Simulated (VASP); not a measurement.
Write the native input for VASP 6.6.1 that does the following.

| Property | Result |
| --- | --- |
| Task | single point |
| Functional | PBE |
| Potentials or basis | VASP PAW PBE potentials, release 64 (Tl_d, Pb_d, F) |
| Cutoff | 520 eV |
| k mesh | 6 × 6 × 6 |
| Occupations | fermi-dirac, width 0.02 eV |
| Spin | no spin polarisation |
| Dipole correction | no |
| Further INCAR settings | ALGO = Normal; EDIFF = 1e-06; NBANDS = 32 |

The structure of TlPbF3 lies in POSCAR:

```
TlPbF3
1.0
    4.8976454496      0.0000000000      0.0000000000
    0.0000000000      4.8976454496      0.0000000000
    0.0000000000      0.0000000000      4.8976454496
Tl Pb F
1 1 3
Direct
    0.0000000000      0.0000000000      0.0000000000
    0.5000000000      0.5000000000      0.5000000000
    0.5000000000      0.5000000000      0.0000000000
    0.5000000000      0.0000000000      0.5000000000
    0.0000000000      0.5000000000      0.5000000000
```

This cell differs from its parent crystal: strain +2.5%.

These files were run (other wordings do the same):

INCAR

```
SYSTEM = TlPbF3
PREC = Accurate
ENCUT = 520
EDIFF = 1E-6
ISMEAR = -1
SIGMA = 0.02
LREAL = .FALSE.
LASPH = .TRUE.
NELM = 100
ALGO = Normal
ISIF = 2
LWAVE = .FALSE.
LCHARG = .FALSE.
GGA = PE
NBANDS = 32
```

KPOINTS

```
Automatic mesh
0
G
  6 6 6
  0 0 0
```

Potentials or basis: VASP PAW PBE potentials, release 64 (Tl_d, Pb_d, F).

Run with:

```console
$ cat potpaw_PBE.64/Tl_d/POTCAR potpaw_PBE.64/Pb_d/POTCAR potpaw_PBE.64/F/POTCAR > POTCAR
$ mpirun -np 1 vasp_std > vasp.out
```

It gave:

```
Pressure               : -1.2 GPa
Band gap on the k mesh : 1.99 eV (least direct gap 2.84 eV)
```

Caveat: the cell differs from its parent crystal (strain +2.5%); spin-orbit coupling is left out, which moves the levels of the heavy elements.

Run time: 27 s on 1 thread of Intel(R) Xeon(R) Platinum 8559C (Emerald Rapids), with other jobs on the host, peak memory 0.24 GiB.
